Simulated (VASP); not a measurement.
# Hf (Fm-3m) in VASP: notebook

The runs below take Hf through density of states, with PBE.

All numbers are computed with VASP 6.6.1; they aren't measurements. Logs are shortened: lines on timing, memory, paths and dates and some standing lists are left out, and cuts for length are marked.

**1. The cell of the first run**

Symmetry: Fm-3m, No. 225, cubic system. Conventional cell: a = 4.440 Å, b = 4.440 Å, c = 4.440 Å, α = 90.00°, β = 90.00°, γ = 90.00°. Hf (site symmetry m-3m) has 12 Hf at 3.14 Å within 4.1 Å.

**2. Density of states, PBE**

Contents of POSCAR:

```
Hf
1.0
    0.0000000000      2.2200000000      2.2200000000
    2.2200000000      0.0000000000      2.2200000000
    2.2200000000      2.2200000000      0.0000000000
Hf
1
Direct
    0.0000000000      0.0000000000      0.0000000000
```

Contents of INCAR.step1:

```
PREC = Accurate
ENCUT = 520
EDIFF = 1E-7
ISMEAR = -1
SIGMA = 0.05
LREAL = F
LASPH = T
NELM = 80
ALGO = Normal
ISIF = 2
LWAVE = F
LCHARG = T
LMAXMIX = 4
GGA = PE
NBANDS = 11
```

Contents of KPOINTS.step1:

```
Automatic mesh
0
Gamma
  15 15 15
```

Contents of INCAR.step2:

```
PREC = Accurate
ENCUT = 520
EDIFF = 1E-7
ISMEAR = -5
SIGMA = 0.05
LREAL = F
LASPH = T
NELM = 80
ALGO = Normal
ISIF = 2
LWAVE = F
LCHARG = F
LMAXMIX = 4
GGA = PE
LORBIT = 11
NEDOS = 1001
ICHARG = 11
```

Contents of KPOINTS.step2:

```
Automatic mesh
0
Gamma
  23 23 23
```

Potentials or basis: VASP PAW PBE potentials, release 64 (Hf_pv).

Command:

```
$ cat potpaw_PBE.64/Hf_pv/POTCAR > POTCAR
$ cp INCAR.step1 INCAR
$ cp KPOINTS.step1 KPOINTS
$ mpirun -np 1 vasp_std > vasp.out
$ cp INCAR.step2 INCAR
$ cp KPOINTS.step2 KPOINTS
$ mpirun -np 1 vasp_std > vasp.out
```

OUTCAR:

```text
PREC = Accurate
   ENCUT = 520
   EDIFF = 1E-7
   ISMEAR = -5
   LREAL = F
   LASPH = T
   NELM = 80
   ISIF = 2
   GGA = PE
   LORBIT = 11
   ICHARG = 11

 ion  position               nearest neighbor table
   1  0.000  0.000  0.000-

  LATTYP: Found a face centered cubic cell.
 ALAT       =     4.4400000000

  Lattice vectors:

 A1 = (   0.0000000000,   2.2200000000,   2.2200000000)
 A2 = (   2.2200000000,   0.0000000000,   2.2200000000)
 A3 = (   2.2200000000,   2.2200000000,   0.0000000000)

Analysis of symmetry for initial positions (statically):
=====================================================================
 Subroutine PRICEL returns:
 Original cell was already a primitive cell.

 Routine SETGRP: Setting up the symmetry group for a
 face centered cubic supercell.

 Subroutine GETGRP returns: Found 48 space group operations
 (whereof 48 operations were pure point group operations)
 out of a pool of 48 trial point group operations.

The static configuration has the point symmetry O_h .

Analysis of symmetry for dynamics (positions and initial velocities):
=====================================================================
 Subroutine PRICEL returns:
 Original cell was already a primitive cell.

 Routine SETGRP: Setting up the symmetry group for a
 face centered cubic supercell.

 Subroutine GETGRP returns: Found 48 space group operations
 (whereof 48 operations were pure point group operations)
 out of a pool of 48 trial point group operations.

The dynamic configuration has the point symmetry O_h .

 Subroutine INISYM returns: Found 48 space group operations
 (whereof 48 operations are pure point group operations),
 and found     1 'primitive' translations

----------------------------------------------------------------------------------------

                                     Primitive cell

  volume of cell :      21.8821

  direct lattice vectors                    reciprocal lattice vectors
     0.000000000  2.220000000  2.220000000    -0.225225225  0.225225225  0.225225225
     2.220000000  0.000000000  2.220000000     0.225225225 -0.225225225  0.225225225
     2.220000000  2.220000000  0.000000000     0.225225225  0.225225225 -0.225225225

  length of vectors
     3.139554108  3.139554108  3.139554108     0.390101533  0.390101533  0.390101533

  position of ions in fractional coordinates (direct lattice)
     0.000000000  0.000000000  0.000000000

  ion indices of the primitive-cell ions
   primitive index   ion index
                 1           1

----------------------------------------------------------------------------------------

 KPOINTS: Automatic mesh

Automatic generation of k-mesh.
 Grid dimensions read from file:
 generate k-points for:   23   23   23

 Generating k-lattice:

  Cartesian coordinates                     Fractional coordinates (reciprocal lattice)
    -0.009792401  0.009792401  0.009792401     0.043478261  0.000000000  0.000000000
     0.009792401 -0.009792401  0.009792401     0.000000000  0.043478261  0.000000000
     0.009792401  0.009792401 -0.009792401     0.000000000  0.000000000  0.043478261

  Length of vectors
     0.016960936  0.016960936  0.016960936

  Shift w.r.t. Gamma in fractional coordinates (k-lattice)
     0.000000000  0.000000000  0.000000000

 TETIRR: Found   1662 inequivalent tetrahedra from    73002

 Subroutine IBZKPT returns following result:
 ===========================================

 Found    364 irreducible k-points:

 Following reciprocal coordinates:
            Coordinates               Weight
  0.000000  0.000000  0.000000      1.000000
  0.043478  0.000000  0.000000      8.000000
  0.086957  0.000000  0.000000      8.000000
  0.130435  0.000000  0.000000      8.000000
  0.173913  0.000000  0.000000      8.000000
  0.217391  0.000000  0.000000      8.000000
[... 16 lines left out ...]
  0.478261  0.043478  0.000000     24.000000
 -0.478261  0.043478  0.000000     24.000000
 [... further k-points ...]
   k-points           NKPTS =    364   k-points in BZ     NKDIM =    364   number of bands    NBANDS=      9
   number of dos      NEDOS =   1001   number of ions     NIONS =      1
   total plane-waves  NPLWV =  13824
   dimension x,y,z NGX =    24 NGY =   24 NGZ =   24
   dimension x,y,z NGXF=    48 NGYF=   48 NGZF=   48
   ions per type =               1
   NGX,Y,Z   is equivalent  to a cutoff of  12.71, 12.71, 12.71 a.u.
   NGXF,Y,Z  is equivalent  to a cutoff of  25.42, 25.42, 25.42 a.u.
 SYSTEM =  unknown system
   PREC   = accura    normal or accurate (medium, high low for compatibility)
   ISTART =      0    job   : 0-new  1-cont  2-samecut
   ICHARG =     11    charge: 1-file 2-atom 10-const
   ISPIN  =      1    spin polarized calculation?
   LNONCOLLINEAR =      F non collinear calculations
   LSORBIT =      F    spin-orbit coupling
   LASPH  =      T    aspherical Exc in radial PAW
   ENCUT  =  520.0 eV  38.22 Ry    6.18 a.u.   5.84  5.84  5.84*2*pi/ulx,y,z
   NELM   =     80;   NELMIN=  2; NELMDL=  0     # of ELM steps
   EDIFF  = 0.1E-06   stopping-criterion for ELM
   LREAL  =      F    real-space projection
   EDIFFG = 0.1E-05   stopping-criterion for IOM
   NSW    =      0    number of steps for IOM
   IBRION =     -1    ionic relax: 0-MD 1-quasi-New 2-CG
   NFREE  =      0    steps in history (QN), initial steepest desc. (CG)
   ISIF   =      2    stress and relaxation
   ISYM   =      2    0-nonsym 1-usesym 2-fastsym
   POTIM  = 0.5000    time-step for ionic-motion
   TEBEG  =    0.0;   TEEND  =   0.0 temperature during run
   PSTRESS=    0.0 pullay stress
   NELECT =      10.0000    total number of electrons
   NUPDOWN=      -1.0000    fix difference up-down
   EMIN   =  10.00;   EMAX   =-10.00  energy-range for DOS
   EFERMI =   0.00;   METHOD = LEGACY
   ISMEAR =    -5;   SIGMA  =   0.05  broadening in eV -4-tet -1-fermi 0-gaus
   EFERMI_NEDOS =   21; number of points for ismear=-14 and -15
   IALGO  =     38    algorithm
   IMIX   =      4    mixing-type and parameters
     AMIX     =   0.40;   BMIX     =  1.00
     AMIX_MAG =   1.60;   BMIX_MAG =  1.00
  volume/ion in A,a.u.               =      21.88       147.67
  Fermi-wavevector in a.u.,A,eV,Ry     =   1.260991  2.382927 21.634588  1.590097
  Thomas-Fermi vector in A             =   2.394472
   LORBIT       =     11    0 simple, 1 ext, 2 COOP (PROOUT), +10 PAW based schemes
   GGA     = PE    functional components
   LHFCALC =     F    Hartree Fock is set to
   AEXX    =    0.0000 exact exchange contribution
   IVDW    =     0    specifies the selected vdW correction
   LEPSILON=     F    determine dielectric tensor
   LRPA    =     F    only Hartree local field effects (RPA)
 non-spin polarized calculation
 Fermi weights with tetrahedron method with Bloechl corrections
  energy-cutoff  :      520.00
  volume of cell :       21.88
 maximum number of plane-waves:       609

 number of electron      10.0000000 magnetization

 Free energy of the ion-electron system (eV)
  ---------------------------------------------------
  ext. energy  EPLUGINS =         0.00000000
  ---------------------------------------------------
  free energy    TOTEN  =        -9.84840125 eV

  energy without entropy =       -9.84840125  energy(sigma->0) =       -9.84840125

 E-fermi :   4.8968     XC(G=0): -11.3871

 val. band max:        4.9092025041   @ k =  -0.1739   0.1304   0.0000
 cond. band min:       4.8835339783   @ k =  -0.4348   0.3478   0.1304
 fundamental gap:     -0.0256685258
 Fermi energy:         4.8967921389

 k-point     1 :       0.0000    0.0000    0.0000
  band No.  band energies     occupation
      1     -25.0397      2.00000
      2     -25.0397      2.00000
      3     -25.0397      2.00000
      4      -2.3905      2.00000
      5       6.3076      0.00000
      6       6.3076      0.00000
      7       6.3076      0.00000
      8       9.1782      0.00000
      9       9.1782      0.00000

 k-point     2 :       0.0435    0.0000    0.0000
  band No.  band energies     occupation
      1     -25.0571      2.00000
      2     -25.0419      2.00000
      3     -25.0419      2.00000
      4      -2.3222      2.00000
      5       6.2355      0.00000
      6       6.3412      0.00000
      7       6.3412      0.00000
      8       9.1398      0.00000
      9       9.1398      0.00000

 k-point     3 :       0.0870    0.0000    0.0000
  band No.  band energies     occupation
      1     -25.1077      2.00000
      2     -25.0482      2.00000
      3     -25.0482      2.00000
      4      -2.1208      2.00000
      5       6.0375      0.00000
      6       6.4341      0.00000
      7       6.4341      0.00000
      8       9.0410      0.00000
      9       9.0410      0.00000

 k-point     4 :       0.1304    0.0000    0.0000
  band No.  band energies     occupation
      1     -25.1870      2.00000
      2     -25.0583      2.00000
      3     -25.0583      2.00000
      4      -1.7973      2.00000
      5       5.7589      0.00000
      6       6.5607      0.00000
      7       6.5607      0.00000
      8       8.9297      0.00000
      9       8.9297      0.00000
[... 205 lines left out ...]
 k-point    22 :       0.4348    0.0435    0.0000
  band No.  band energies     occupation
      1     -25.8591      2.00000
      2     -25.1569      2.00000
      3     -25.1548      2.00000
      4       1.1195      2.00000
      5       5.1978      0.00000
      6       6.0946      0.00000
      7       6.2296      0.00000
      8      10.8268      0.00000
      9      11.1520      0.00000

 k-point    23 :       0.4783    0.0435    0.0000
  band No.  band energies     occupation
      1     -25.8982      2.00000
      2     -25.1633      2.00000
      3     -25.1596      2.00000
      4       1.2327      2.00000
      5       5.3729      0.00000
      6       6.0658      0.00000
      7       6.1554      0.00000
      8      11.2374      0.00000
      9      11.3530      0.00000

 k-point    24 :      -0.4783    0.0435    0.0000
  band No.  band energies     occupation
      1     -25.9081      2.00000
      2     -25.1678      2.00000
      3     -25.1581      2.00000
      4       1.2589      2.00000
      5       5.4245      0.00000
      6       6.0676      0.00000
      7       6.1303      0.00000
      8      11.3094      0.00000
      9      11.4456      0.00000

 [... further k-points ...]

------------------------ aborting loop because EDIFF is reached ----------------------------------------

  FORCE on cell =-STRESS in cart. coord.  units (eV):
  Direction    XX          YY          ZZ          XY          YZ          ZX
  --------------------------------------------------------------------------------------
  -------------------------------------------------------------------------------------
  Total        0.3849175      0.3849175      0.3849175     -0.0000000      0.0000000      0.0000000
  in kB       28.1831353     28.1831353     28.1831353     -0.0000000      0.0000000      0.0000000
  external PRESSURE =      28.1831353 kB  Pullay stress =       0.0000000 kB

 VOLUME and BASIS-vectors are now :
 -----------------------------------------------------------------------------
  energy-cutoff  :      520.00
  volume of cell :       21.88
      direct lattice vectors                 reciprocal lattice vectors
     0.000000000  2.220000000  2.220000000    -0.225225225  0.225225225  0.225225225
     2.220000000  0.000000000  2.220000000     0.225225225 -0.225225225  0.225225225
     2.220000000  2.220000000  0.000000000     0.225225225  0.225225225 -0.225225225

 POSITION                                       TOTAL-FORCE (eV/Angst)
 -----------------------------------------------------------------------------------
      0.00000      0.00000      0.00000         0.000000      0.000000      0.000000
 -----------------------------------------------------------------------------------
    total drift:                               -0.000000      0.000000     -0.000000

  FREE ENERGIE OF THE ION-ELECTRON SYSTEM (eV)
  ---------------------------------------------------
  free  energy   TOTEN  =        -9.8484012531 eV

  energy  without entropy=       -9.8484012531  energy(sigma->0) =       -9.84840125

 total charge

# of ion       s       p       d       tot
------------------------------------------
    1        0.395   6.394   1.584   8.372
```

It took 34 s on 1 thread of Intel Xeon Platinum 8488C (Sapphire Rapids), shared host; peak memory 0.19 GiB.

What came out:

- Valence electrons inside the program's atomic spheres: Hf 8.37

Caveat: spin-orbit coupling is left out, which moves the levels of the heavy elements; tetrahedron occupations give inexact forces and stress in metals.

(Part 1 of 2 ends here.)
